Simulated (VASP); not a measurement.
# MgH2 in VASP: a series of runs, part 2 of 2

VASP 6.6.1.

## 4. Single point, PBE

Input file INCAR:

```
SYSTEM = MgH2
  PREC = Accurate
  ENCUT = 520
  EDIFF = 1E-6
  ISMEAR = 0
  SIGMA = 0.1
  LREAL = .FALSE.
  LASPH = .TRUE.
  NELM = 60
  ALGO = Normal
  ISIF = 2
  LWAVE = .FALSE.
  LCHARG = .TRUE.
  GGA = PE
  LELF = .TRUE.
  LVHAR = .TRUE.
  NBANDS = 13
```

Input file KPOINTS:

```
regular mesh
0
G
  6 4 4
  0 0 0
```

Input file POSCAR:

```
MgH2
1.0
   -0.0002162466      0.0004319066      3.0133998957
    4.5146467679     -0.0008474869     -0.0003385544
   -0.0008063259      4.5190302002      0.0006465136
Mg H
2 4
Direct
   -0.0000086444     -0.0000136504      0.0000294154
    0.4999944855      0.4999917153      0.5000188972
    0.0000127851      0.3040595741      0.3048058241
   -0.0000085187      0.6960043873      0.6951489484
    0.4999252085      0.8040023130      0.1951932167
    0.5000846839      0.1959556608      0.8048036984
```

Potentials or basis: VASP PAW PBE potentials, release 64 (Mg, H).

Command:

```
> cat potpaw_PBE.64/Mg/POTCAR potpaw_PBE.64/H/POTCAR > POTCAR
> mpirun -np 1 vasp_std > vasp.out
```

OUTCAR:

```text
SYSTEM = MgH2
   PREC = Accurate
   ENCUT = 520
   EDIFF = 1E-6
   ISMEAR = 0
   LREAL = .FALSE.
   LASPH = .TRUE.
   NELM = 60
   ISIF = 2
   GGA = PE

 ion  position               nearest neighbor table
   1  1.000  1.000  0.000-   3 1.94   4 1.94   5 1.96   6 1.96   5 1.96   6 1.96   2 3.53   2 3.53
                             2 3.53   2 3.53   2 3.53   2 3.53   2 3.53   2 3.53
   2  0.500  0.500  0.500-   6 1.94   5 1.94   4 1.96   3 1.96   3 1.96   4 1.96   1 3.53   1 3.53
                             1 3.53   1 3.53   1 3.53   1 3.53   1 3.53   1 3.53
   3  0.000  0.304  0.305-   1 1.94   2 1.96   2 1.96
   4  1.000  0.696  0.695-   1 1.94   2 1.96   2 1.96
   5  0.500  0.804  0.195-   2 1.94   1 1.96   1 1.96
   6  0.500  0.196  0.805-   2 1.94   1 1.96   1 1.96

  LATTYP: Found a triclinic cell.
 ALAT       =     4.5190303184
 B/A-ratio  =     0.9990300003
 C/A-ratio  =     0.6668244562
 COS(alpha) =     0.0001467788
 COS(beta)  =     0.0002864061
 COS(gamma) =     0.0003661591

  Lattice vectors:

 A1 = (  -0.0008063259,   4.5190302002,   0.0006465136)
 A2 = (  -4.5146467679,   0.0008474869,   0.0003385544)
 A3 = (  -0.0002162466,   0.0004319066,   3.0133998957)

Analysis of symmetry for initial positions (statically):
=====================================================================
 Subroutine PRICEL returns:
 Original cell was already a primitive cell.

 Routine SETGRP: Setting up the symmetry group for a
 triclinic supercell.

 Subroutine GETGRP returns: Found  1 space group operations
 (whereof  1 operations were pure point group operations)
 out of a pool of  2 trial point group operations.

The static configuration has the point symmetry C_1 .

Analysis of symmetry for dynamics (positions and initial velocities):
=====================================================================
 Subroutine PRICEL returns:
 Original cell was already a primitive cell.

 Routine SETGRP: Setting up the symmetry group for a
 triclinic supercell.

 Subroutine GETGRP returns: Found  1 space group operations
[... 148 lines left out ...]
   NGX = 11   NGY = 17   NGZ = 17

 number of electron       8.0000003 magnetization

 Free energy of the ion-electron system (eV)
  ---------------------------------------------------
  ext. energy  EPLUGINS =         0.00000000
  ---------------------------------------------------
  free energy    TOTEN  =       -17.65273657 eV

  energy without entropy =      -17.65273657  energy(sigma->0) =      -17.65273657

 E-fermi :  -0.2116     XC(G=0):  -8.3945

 val. band max:       -0.6428113197   @ k =  -0.0000   0.0000   0.2500
 cond. band min:       3.2374665241   @ k =   0.5000   0.5000   0.5000
 fundamental gap:      3.8802778437
 Fermi energy:        -0.2116244735

 k-point     1 :       0.0000    0.0000    0.0000
  band No.  band energies     occupation
      1      -7.0294      2.00000
      2      -2.0648      2.00000
      3      -2.0595      2.00000
      4      -1.0527      2.00000
      5       4.1294      0.00000
      6       4.3984      0.00000
      7       8.5168      0.00000
      8       8.5392      0.00000
      9      10.3622      0.00000
     10      10.6814      0.00000
     11      11.6099      0.00000
     12      14.4285      0.00000
     13      14.4436      0.00000
[... 354 lines left out ...]
  band No.  band energies     occupation
      1      -3.1154      2.00000
      2      -3.0354      2.00000
      3      -1.3704      2.00000
      4      -1.1569      2.00000
      5       3.5397      0.00000
      6       4.4137      0.00000
      7       5.3500      0.00000
      8       6.0109      0.00000
      9       8.4102      0.00000
     10      10.1328      0.00000
     11      10.3724      0.00000
     12      11.7782      0.00000
     13      12.8395      0.00000

 [... further k-points ...]

------------------------ aborting loop because EDIFF is reached ----------------------------------------

  FORCE on cell =-STRESS in cart. coord.  units (eV):
  Direction    XX          YY          ZZ          XY          YZ          ZX
  --------------------------------------------------------------------------------------
  -------------------------------------------------------------------------------------
  Total       -0.0907627     -0.0998023     -0.1347162      0.0071220     -0.0037432      0.0017789
  in kB       -2.3653314     -2.6009112     -3.5107891      0.1856026     -0.0975514      0.0463589
  external PRESSURE =      -2.8256772 kB  Pullay stress =       0.0000000 kB

 VOLUME and BASIS-vectors are now :
 -----------------------------------------------------------------------------
  energy-cutoff  :      520.00
  volume of cell :       61.48
      direct lattice vectors                 reciprocal lattice vectors
    -0.000216247  0.000431907  3.013399896     0.000024877 -0.000047472  0.331851085
     4.514646768 -0.000847487 -0.000338554     0.221501280  0.000039520  0.000015890
    -0.000806326  4.519030200  0.000646514     0.000041537  0.221286429 -0.000031714

 POSITION                                       TOTAL-FORCE (eV/Angst)
 -----------------------------------------------------------------------------------
      4.51437     -0.00028      3.01304         0.000101     -0.000357      0.000202
      2.25677      2.25939      1.50684         0.000134     -0.000057      0.000117
      1.37248      1.37717      0.00013        -0.000108     -0.000537      0.000002
      3.14144      3.14124      3.01359        -0.000409      0.000853     -0.000103
      3.62952      0.88162      1.50633         0.000346      0.000498      0.000216
      0.88391      3.63698      1.50741        -0.000064     -0.000399     -0.000434
 -----------------------------------------------------------------------------------
    total drift:                               -0.000003      0.000002      0.000000

  FREE ENERGIE OF THE ION-ELECTRON SYSTEM (eV)
  ---------------------------------------------------
  free  energy   TOTEN  =       -17.6527365693 eV

  energy  without entropy=      -17.6527365693  energy(sigma->0) =      -17.65273657
```

OSZICAR:

```text
N       E                     dE             d eps       ncg     rms          rms(c)
DAV:   1    -0.662685351311E+00   -0.66269E+00   -0.29843E+03  1352   0.467E+02
DAV:   2    -0.180225948667E+02   -0.17360E+02   -0.16405E+02  1667   0.724E+01
DAV:   3    -0.188947839406E+02   -0.87219E+00   -0.87077E+00  1695   0.151E+01
DAV:   4    -0.188984360845E+02   -0.36521E-02   -0.36520E-02  1572   0.110E+00
DAV:   5    -0.188984753014E+02   -0.39217E-04   -0.39217E-04  1707   0.117E-01    0.653E+00
DAV:   6    -0.179684875347E+02    0.92999E+00   -0.58527E-01  1492   0.316E+00    0.336E+00
DAV:   7    -0.176432947874E+02    0.32519E+00   -0.85033E-01  1512   0.411E+00    0.505E-01
DAV:   8    -0.176531691346E+02   -0.98743E-02   -0.25565E-02  1512   0.808E-01    0.136E-01
DAV:   9    -0.176527104691E+02    0.45867E-03   -0.10659E-03  1747   0.148E-01    0.216E-02
DAV:  10    -0.176527409709E+02   -0.30502E-04   -0.90864E-05  1532   0.505E-02    0.169E-02
DAV:  11    -0.176527365101E+02    0.44608E-05   -0.12402E-05  1742   0.129E-02    0.180E-03
DAV:  12    -0.176527365693E+02   -0.59125E-07   -0.40469E-07  1031   0.376E-03
   1 F= -.17652737E+02 E0= -.17652737E+02  d E =-.217661E-10
```

stdout:

```text
POSCAR found type information on POSCAR MgH
 POSCAR found :  2 types and       6 ions
 scaLAPACK will be used
 LDA part: xc-table for (Slater+PW92), standard interpolation
 POSCAR, INCAR and KPOINTS ok, starting setup
 FFT: planning ... GRIDC
 FFT: planning ... GRID_SOFT
 FFT: planning ... GRID
 WAVECAR not read
 entering main loop
```

It took 17 s on 1 thread of Intel Xeon 6975P-C (Granite Rapids), shared host; peak memory 0.19 GiB.

What came out:

| Quantity | Value |
| --- | --- |
| Free energy | -17.6527 eV |
| Pressure | -0.3 GPa |
| Band gap on the k mesh | 3.88 eV, indirect (least direct gap 4.70 eV) |

A k mesh can miss the band edges.

## 5. Relaxation of cell and atoms, PBE

This run uses another cell than the first one, of 10.22 Å³/atom, 0.997 times its volume.

Input file INCAR:

```
SYSTEM = MgH2
PREC = Accurate
ENCUT = 600
EDIFF = 1E-6
ISMEAR = 0
SIGMA = 0.02
LREAL = .FALSE.
LASPH = .TRUE.
NELM = 80
ALGO = Normal
ISIF = 3
LWAVE = .FALSE.
LCHARG = .FALSE.
GGA = PE
IBRION = 2
NSW = 100
EDIFFG = -0.01
```

Input file KPOINTS:

```
Automatic mesh
0
G
  6 6 8
  0 0 0
```

Input file POSCAR:

```
MgH2
1.0
    4.5091714542      0.0000000000      0.0000000000
    0.0000000000      4.5091714542      0.0000000000
    0.0000000000      0.0000000000      3.0150223010
Mg H
2 4
Direct
    0.0000000000      0.0000000000      0.0000000000
    0.5000000000      0.5000000000      0.5000000000
    0.3044346013      0.3044346013      0.0000000000
    0.6955653987      0.6955653987      0.0000000000
    0.8044346013      0.1955653987      0.5000000000
    0.1955653987      0.8044346013      0.5000000000
```

Command:

```
> cat potpaw_PBE.64/Mg/POTCAR potpaw_PBE.64/H/POTCAR > POTCAR
> mpirun -np 1 vasp_std > vasp.out
```

Run time: 15 s. Hardware: 1 thread of Intel Xeon 6975P-C (Granite Rapids), shared host; peak memory 0.19 GiB.

Results (log left out):

* Free energy: -17.6549 eV
* Relaxed volume: 10.21 Å³/atom
* Relaxed cell: a = 4.509 Å, b = 4.509 Å, c = 3.013 Å, α = 90.00°, β = 90.00°, γ = 90.00°
* Space group after relaxing (to 0.05 Å): P4_2/mnm (No. 136)
* Energy gained by relaxing: 0.0 meV/atom
* Ionic steps: 2
* Pressure after relaxing: 0.0 GPa
* Band gap on the k mesh: 3.80 eV, indirect (least direct gap 4.55 eV)

Stress tensor (GPa, compression positive):
```
 0.02  0.00  0.00
 0.00  0.02  0.00
 0.00  0.00 -0.14
```

Final structure:
```
Mg H
1.0
     4.50908    0.00000    0.00000
     0.00000    4.50908    0.00000
     0.00000    0.00000    3.01281
Mg H
2 4
Direct
  0.00000 0.00000 0.00000
  0.50000 0.50000 0.50000
  0.30443 0.30443 0.00000
  0.69557 0.69557 0.00000
  0.80443 0.19557 0.50000
  0.19557 0.80443 0.50000
```

Levels at points of the mesh, in eV from the valence-band top:
| k point | band 1 | band 2 | band 3 | band 4 | band 5 | band 6 | band 7 | band 8 |
| --- | --- | --- | --- | --- | --- | --- | --- | --- |
| (0.00, 0.00, 0.00) | -6.44 | -1.45 | -1.45 | -0.44 | 4.74 | 5.03 | 9.17 | 9.17 |
| (0.50, 0.00, 0.00) | -4.82 | -4.82 | -0.51 | -0.51 | 5.34 | 5.34 | 10.08 | 10.08 |
| (0.50, 0.50, 0.00) | -3.75 | -3.75 | -2.73 | -2.73 | 9.05 | 9.05 | 9.19 | 9.19 |
| (0.00, 0.00, 0.50) | -3.02 | -3.02 | -0.08 | -0.08 | 6.32 | 6.32 | 6.81 | 6.81 |
| (0.50, 0.00, 0.50) | -2.27 | -2.27 | -1.08 | -1.08 | 5.17 | 5.17 | 6.81 | 6.81 |
| (0.50, 0.50, 0.50) | -1.88 | -1.88 | -0.94 | -0.94 | 3.86 | 3.86 | 4.18 | 4.18 |

A k mesh can miss the band edges. A hybrid or GW would open this gap; PBE tends to underestimate it.

## 6. The runs side by side

```csv
task,cell,k mesh,cutoff (eV),smearing,gap on the mesh (eV),pressure (GPa),largest force (eV/Å)
single point,"a = 3.012, b = 4.517, c = 4.517 Å, 6 atoms",6 × 4 × 4,520,gaussian 0.1 eV,3.88,-0.3,0.01
single point,"a = 4.517, b = 4.517, c = 3.012 Å, 6 atoms",6 × 6 × 8,520,gaussian 0.02 eV,3.80,-0.3,0.01
single point,"a = 3.013, b = 4.515, c = 4.519 Å, 6 atoms",6 × 4 × 4,520,gaussian 0.1 eV,3.88,-0.3,-
relaxation of cell and atoms,"relaxed from a = 4.509, b = 4.509, c = 3.015 Å, 6 atoms",6 × 6 × 8,600,gaussian 0.02 eV,3.80,0.0,-
```

Alike in all rows: level PBE; potentials or basis VASP PAW PBE potentials, release 64 (Mg, H); no spin polarisation.

Total energies depend on the potentials used, so only differences within one code and one set of settings carry meaning.
